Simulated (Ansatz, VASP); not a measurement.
## One calculation of Sc, two programs

File INCAR:

```
SYSTEM = Sc
PREC = Accurate ; ENCUT = 600
EDIFF = 1E-6 ; ISMEAR = 0
SIGMA = 0.1 ; LREAL = .False.
LASPH = .True. ; NELM = 80
ALGO = Fast ; ISIF = 3
LWAVE = .False. ; LCHARG = .False.
GGA = PS ; IBRION = 2
NSW = 100 ; EDIFFG = -0.005
```

The input KPOINTS:

```
Automatic mesh
0
Gamma
  12 12 8
  0 0 0
```

Contents of POSCAR:

```
Sc
1.0
    3.3090000000      0.0000000000      0.0000000000
   -1.6545000000      2.8656780611      0.0000000000
    0.0000000000      0.0000000000      5.2733000000
Sc
2
Direct
    0.3333333333      0.6666666667      0.2500000000
    0.6666666667      0.3333333333      0.7500000000
```

Input for Ansatz:

```yaml
crystal:
  lattice:
    - [3.309, 0.0, 0.0]
    - [-1.6545, 2.8656780611, 0.0]
    - [0.0, 0.0, 5.2733]
  atoms:
    - { symbol: Sc, position: [0.3333333333, 0.6666666667, 0.25] }
    - { symbol: Sc, position: [0.6666666667, 0.3333333333, 0.75] }
basis:
  ecutwfc: 420
kpoints:
  mp_grid: { grid: [12, 12, 8] }
hamiltonian:
  xc: pbesol
scf:
  occupations: { method: gaussian, width: 0.1 }
output:
  forces: true
  stress: true
  eigenvalues: true
relax:
  adjacent_minimum: "off"
  f_tol: 0.005
  max_steps: 80
  cell: { stress_tol: 0.05 }
```

Alike in both runs: task relaxation of cell and atoms; functional PBEsol; k mesh 12 × 12 × 8; occupations gaussian, width 0.1 eV; no spin polarisation.

|  | VASP | Ansatz |
| --- | --- | --- |
| version | VASP 6.6.1 | Ansatz 0.2.0 |
| potentials or method | VASP PAW PBE potentials, release 64 (Sc_sv), cutoff 600 eV | scalar-relativistic, plane waves, PAW |
| valence electrons in the cell | 22 | 22 |

```tsv
	VASP	Ansatz	Ansatz less VASP
gap on the k mesh at the Fermi level, each at its own relaxed structure (eV)	none	none	-
relaxed volume (Å³/atom)	23.66	23.64	-0.027
relaxed cell length with the largest relative difference (Å)	3.277	3.276	-0.0013
```

VASP's potentials were made for PBE, not for PBEsol. A gap of «none» marks a metal or a gap that the smearing closes.
